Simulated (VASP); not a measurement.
# TiSi16 (a cell with a defect) in VASP: further runs, part 2 of 2

VASP 6.6.1. The steps go on from the part before.

**3. Single point, PBE+D3(BJ)**

Contents of INCAR:

```
SYSTEM = TiSi16
ALGO = Normal
EDIFF = 1E-6
ENCUT = 520
GGA = PE
ISIF = 2
ISMEAR = 0
IVDW = 12
LASPH = .True.
LCHARG = .False.
LREAL = Auto
LWAVE = .False.
NBANDS = 52
NELM = 60
PREC = Accurate
SIGMA = 0.05
```

Contents of KPOINTS:

```
k-points
0
Gamma
  2 2 2
  0 0 0
```

Contents of POSCAR:

```
TiSi16
1.0
    0.0000000000      5.4300000000      5.4300000000
    5.4300000000      0.0000000000      5.4300000000
    5.4300000000      5.4300000000      0.0000000000
Si Ti
16 1
Direct
    0.0121712707     -0.0360771639      0.0110040516
    0.1165376611      0.1208636280      0.1155225599
   -0.0286081031      0.0071338858      0.5101121547
    0.1168567219      0.1204055249      0.6451808471
   -0.0001906077      0.4932532228      0.0005906077
    0.1355506446      0.5924403315      0.1366162063
   -0.0001529466      0.4928067219      0.5075555249
    0.1142447514      0.6324952118      0.6270478821
    0.5112014733      0.0070408840     -0.0298924494
    0.6463227440      0.1207663904      0.1155930939
    0.5107196133      0.0072085635      0.5099409761
    0.6126440147      0.1630169429      0.6106732965
    0.5064912523      0.4931444751      0.0005991713
    0.6261941068      0.6326005525      0.1150804788
    0.4888634438      0.5324023020      0.4900630755
    0.6263080110      0.6324391344      0.6270853591
    0.3491188766     -0.0464109576      0.3471461326
```

Potentials or basis: VASP PAW PBE potentials, release 64 (Si, Ti_sv).

Run with:

```bash
$ cat potpaw_PBE.64/Si/POTCAR potpaw_PBE.64/Ti_sv/POTCAR > POTCAR
$ mpirun -np 1 vasp_std > vasp.out
```

OUTCAR:

```text
SYSTEM = TiSi16
   EDIFF = 1E-6
   ENCUT = 520
   GGA = PE
   ISIF = 2
   ISMEAR = 0
   IVDW = 12
   LASPH = .True.
   LREAL = Auto
   NELM = 60
   PREC = Accurate
 IVDW          = 12

 ion  position               nearest neighbor table
   1  0.012  0.964  0.011-   4 2.31   2 2.31  10 2.31   6 2.33
   2  0.117  0.121  0.116-   1 2.31   5 2.34   3 2.48   9 2.48  17 2.57
   3  0.971  0.007  0.510-  12 2.26   8 2.35  17 2.42   4 2.47   2 2.48
   4  0.117  0.120  0.645-   1 2.31   7 2.34   3 2.47  11 2.47  17 2.57
   5  1.000  0.493  0.001-   6 2.33   2 2.34   8 2.34  14 2.34
   6  0.136  0.592  0.137-   1 2.33   7 2.33  13 2.33   5 2.33
   7  1.000  0.493  0.508-   6 2.33   4 2.34  16 2.34   8 2.34
   8  0.114  0.632  0.627-   5 2.34   7 2.34   3 2.35  15 2.35
   9  0.511  0.007  0.970-  12 2.27  14 2.35  17 2.41  10 2.48   2 2.48
  10  0.646  0.121  0.116-   1 2.31  13 2.34   9 2.48  11 2.48  17 2.57
  11  0.511  0.007  0.510-  12 2.26  16 2.35  17 2.42   4 2.47  10 2.48
  12  0.613  0.163  0.611-  11 2.26   3 2.26   9 2.27  15 2.32
  13  0.506  0.493  0.001-   6 2.33  10 2.34  16 2.34  14 2.34
  14  0.626  0.633  0.115-   5 2.34  13 2.34   9 2.35  15 2.36  17 3.02
  15  0.489  0.532  0.490-  12 2.32  16 2.35   8 2.35  14 2.36  17 2.64
  16  0.626  0.632  0.627-  13 2.34   7 2.34  11 2.35  15 2.35
  17  0.349  0.954  0.347-   9 2.41   3 2.42  11 2.42   2 2.57  10 2.57   4 2.57  15 2.64  14 3.02

  LATTYP: Found a face centered cubic cell.
 ALAT       =    10.8600000000

  Lattice vectors:

 A1 = (   0.0000000000,   5.4300000000,   5.4300000000)
 A2 = (   5.4300000000,   0.0000000000,   5.4300000000)
 A3 = (   5.4300000000,   5.4300000000,   0.0000000000)

Analysis of symmetry for initial positions (statically):
=====================================================================
 Subroutine PRICEL returns:
 Original cell was already a primitive cell.

 Routine SETGRP: Setting up the symmetry group for a
 face centered cubic supercell.

 Subroutine GETGRP returns: Found  1 space group operations
 (whereof  1 operations were pure point group operations)
 out of a pool of 48 trial point group operations.

The static configuration has the point symmetry C_1 .

Analysis of symmetry for dynamics (positions and initial velocities):
=====================================================================
 Subroutine PRICEL returns:
 Original cell was already a primitive cell.

 Routine SETGRP: Setting up the symmetry group for a
 face centered cubic supercell.

 Subroutine GETGRP returns: Found  1 space group operations
 (whereof  1 operations were pure point group operations)
 out of a pool of 48 trial point group operations.

The dynamic configuration has the point symmetry C_1 .

 Subroutine INISYM returns: Found  1 space group operations
 (whereof  1 operations are pure point group operations),
 and found     1 'primitive' translations

----------------------------------------------------------------------------------------

                                     Primitive cell

  volume of cell :     320.2060

  direct lattice vectors                    reciprocal lattice vectors
     0.000000000  5.430000000  5.430000000    -0.092081031  0.092081031  0.092081031
     5.430000000  0.000000000  5.430000000     0.092081031 -0.092081031  0.092081031
     5.430000000  5.430000000  0.000000000     0.092081031  0.092081031 -0.092081031

[... 77 lines left out ...]
  0.500000  0.000000  0.500000      1.000000
   k-points           NKPTS =      8   k-points in BZ     NKDIM =      8   number of bands    NBANDS=     52
   number of dos      NEDOS =    301   number of ions     NIONS =     17
   total plane-waves  NPLWV = 216000
   dimension x,y,z NGX =    60 NGY =   60 NGZ =   60
   dimension x,y,z NGXF=   120 NGYF=  120 NGZF=  120
   ions per type =              16   1
   NGX,Y,Z   is equivalent  to a cutoff of  12.99, 12.99, 12.99 a.u.
   NGXF,Y,Z  is equivalent  to a cutoff of  25.98, 25.98, 25.98 a.u.
 SYSTEM =  TiSi16
   PREC   = accura    normal or accurate (medium, high low for compatibility)
   ISTART =      0    job   : 0-new  1-cont  2-samecut
   ICHARG =      2    charge: 1-file 2-atom 10-const
   ISPIN  =      1    spin polarized calculation?
   LNONCOLLINEAR =      F non collinear calculations
   LSORBIT =      F    spin-orbit coupling
   LASPH  =      T    aspherical Exc in radial PAW
   ENCUT  =  520.0 eV  38.22 Ry    6.18 a.u.  14.28 14.28 14.28*2*pi/ulx,y,z
   NELM   =     60;   NELMIN=  2; NELMDL= -5     # of ELM steps
   EDIFF  = 0.1E-05   stopping-criterion for ELM
   LREAL  =      T    real-space projection
   EDIFFG = 0.1E-04   stopping-criterion for IOM
   NSW    =      0    number of steps for IOM
   IBRION =     -1    ionic relax: 0-MD 1-quasi-New 2-CG
   NFREE  =      0    steps in history (QN), initial steepest desc. (CG)
   ISIF   =      2    stress and relaxation
   ISYM   =      2    0-nonsym 1-usesym 2-fastsym
   POTIM  = 0.5000    time-step for ionic-motion
   TEBEG  =    0.0;   TEEND  =   0.0 temperature during run
   PSTRESS=    0.0 pullay stress
   NELECT =      76.0000    total number of electrons
   NUPDOWN=      -1.0000    fix difference up-down
   EMIN   =  10.00;   EMAX   =-10.00  energy-range for DOS
   EFERMI =   0.00;   METHOD = LEGACY
   ISMEAR =     0;   SIGMA  =   0.05  broadening in eV -4-tet -1-fermi 0-gaus
   EFERMI_NEDOS =   21; number of points for ismear=-14 and -15
   IALGO  =     38    algorithm
   IMIX   =      4    mixing-type and parameters
     AMIX     =   0.40;   BMIX     =  1.00
     AMIX_MAG =   1.60;   BMIX_MAG =  1.00
  volume/ion in A,a.u.               =      18.84       127.11
  Fermi-wavevector in a.u.,A,eV,Ry     =   1.013607  1.915439 13.978610  1.027399
  Thomas-Fermi vector in A             =   2.146786
   LORBIT       =      0    0 simple, 1 ext, 2 COOP (PROOUT), +10 PAW based schemes
   GGA     = PE    functional components
   LHFCALC =     F    Hartree Fock is set to
   AEXX    =    0.0000 exact exchange contribution
   IVDW    =    12    specifies the selected vdW correction
   LEPSILON=     F    determine dielectric tensor
   LRPA    =     F    only Hartree local field effects (RPA)
 non-spin polarized calculation
 Gauss-broadening in eV      SIGMA  =   0.05
  energy-cutoff  :      520.00
  volume of cell :      320.21
 maximum number of plane-waves:      8646
 NGX is ok and might be reduce to    60
   NGX = 29   NGY = 29   NGZ = 29

 number of electron      76.0000000 magnetization

 Free energy of the ion-electron system (eV)
  ---------------------------------------------------
  ext. energy  EPLUGINS =         0.00000000
  ---------------------------------------------------
  free energy    TOTEN  =       -91.48815298 eV

  energy without entropy =      -91.46679906  energy(sigma->0) =      -91.47747602

 E-fermi :   6.8810     XC(G=0):  -9.7591

 val. band max:        6.8287883416   @ k =   0.0000   0.0000   0.0000
 cond. band min:       6.8876736383   @ k =   0.5000   0.5000   0.5000
 fundamental gap:      0.0588852968
 Fermi energy:         6.8810022948

 k-point     1 :       0.0000    0.0000    0.0000
  band No.  band energies     occupation
      1     -49.9627      2.00000
      2     -26.3665      2.00000
      3     -26.3106      2.00000
      4     -26.3086      2.00000
      5      -5.7006      2.00000
      6      -3.5132      2.00000
[... 413 lines left out ...]
     49       9.9024      0.00000
     50      10.4981      0.00000
 [bands above 50 left out]

------------------------ aborting loop because EDIFF is reached ----------------------------------------

 Edisp (eV)   -5.83767

 E8    (eV) :    -2.4419

  FORCE on cell =-STRESS in cart. coord.  units (eV):
  Direction    XX          YY          ZZ          XY          YZ          ZX
  --------------------------------------------------------------------------------------
  -------------------------------------------------------------------------------------
  Total       2.79509     2.69921     2.72030     0.71720     0.74759    -0.69720
  in kB      13.98548    13.50570    13.61122     3.58858     3.74064    -3.48851
  external pressure =       13.70 kB  Pullay stress =        0.00 kB

 VOLUME and BASIS-vectors are now :
 -----------------------------------------------------------------------------
  energy-cutoff  :      520.00
  volume of cell :      320.21
      direct lattice vectors                 reciprocal lattice vectors
     0.000000000  5.430000000  5.430000000    -0.092081031  0.092081031  0.092081031
     5.430000000  0.000000000  5.430000000     0.092081031 -0.092081031  0.092081031
     5.430000000  5.430000000  0.000000000     0.092081031  0.092081031 -0.092081031

 POSITION                                       TOTAL-FORCE (eV/Angst)
 -----------------------------------------------------------------------------------
      5.29385      0.12584      5.30019         0.045970     -0.032566      0.034696
      1.28358      1.26009      1.28909         0.098346      0.076506      0.103997
      2.80865      8.04457      5.31340         0.118449     -0.128523      0.243856
      4.15713      4.13786      1.28833        -0.065307     -0.100015      0.100399
      2.68157      5.43217      8.10733         0.052704     -0.027376      0.051691
      3.95878      1.47787      3.95299         0.075796     -0.087374      0.083349
[... 9 lines left out ...]
      6.83922      6.80593      6.83500         0.114783     -0.009993      0.113596
      7.06299      3.78072      7.07370        -1.225649      1.286572     -1.266662
 -----------------------------------------------------------------------------------
    total drift:                                0.003138      0.002405     -0.000464

  FREE ENERGIE OF THE ION-ELECTRON SYSTEM (eV)
  ---------------------------------------------------
  free  energy   TOTEN  =       -97.3258266483 eV

  energy  without entropy=      -97.3044727220  energy(sigma->0) =      -97.31514969
```

It took 4.2 min on 1 thread of Intel Xeon Platinum 8488C (Sapphire Rapids), shared host; peak memory 0.48 GiB.

What came out:

- Free energy: -97.3258 eV
- Pressure: 1.4 GPa
- Largest force: 2.182 eV/Å
- Band gap on the k mesh: zero (bands 38 and 39 overlap by 0.28 eV)
- Dispersion energy per atom: -0.343 eV

Forces in eV/Å, atoms in the order of the input:
```
Si   0.046 -0.033  0.035
Si   0.098  0.077  0.104
Si   0.118 -0.129  0.244
Si  -0.065 -0.100  0.100
Si   0.053 -0.027  0.052
Si   0.076 -0.087  0.083
Si   0.032 -0.058  0.059
Si   0.115 -0.113  0.004
Si   0.224 -0.168  0.163
Si   0.097 -0.101 -0.071
Si   0.101 -0.255  0.107
Si   0.126 -0.065  0.083
Si   0.055 -0.053  0.029
Si  -0.007 -0.116  0.116
Si   0.042 -0.048  0.047
Si   0.115 -0.010  0.114
Ti  -1.226  1.287 -1.267
```

Stress tensor (GPa, compression positive):
```
 1.40  0.36 -0.35
 0.36  1.35  0.37
-0.35  0.37  1.36
```

Caveat: the k points lie up to 0.50 Å⁻¹ apart.

The gap in the log of VASP goes by the Fermi energy; the results here count the filled bands.